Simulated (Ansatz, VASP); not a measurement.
# Two plane-wave programs on ZnSe

```xyz
2
Lattice="0.0000 2.8250 2.8250 2.8250 0.0000 2.8250 2.8250 2.8250 0.0000" Properties=species:S:1:pos:R:3 pbc="T T T"
Zn    0.0000    0.0000    0.0000
Se    1.4125    1.4125    1.4125
```

Alike in both runs: task single point; functional PBE; k mesh 8 × 8 × 8; occupations gaussian, width 0.02 eV; no spin polarisation.

|  | VASP | Ansatz |
| --- | --- | --- |
| version | VASP 6.6.1 | Ansatz 0.2.0 |
| potentials or method | VASP PAW PBE potentials, release 64 (Zn, Se), cutoff 500 eV | scalar-relativistic, plane waves, PAW |
| valence electrons in the cell | 18 | 28 |

VASP gave:

- gap on the k mesh at the Fermi level (eV): 1.33
- least direct gap on the mesh (eV): 1.33
- pressure (GPa): 3.0

Task: Which values does Ansatz return?

Result: gap on the k mesh at the Fermi level (eV): 1.32; least direct gap on the mesh (eV): 1.32; pressure (GPa): 2.7.

VASP's potentials hold 18 valence electrons a cell and Ansatz's 28, so a difference there can come from the potentials and not from the codes.
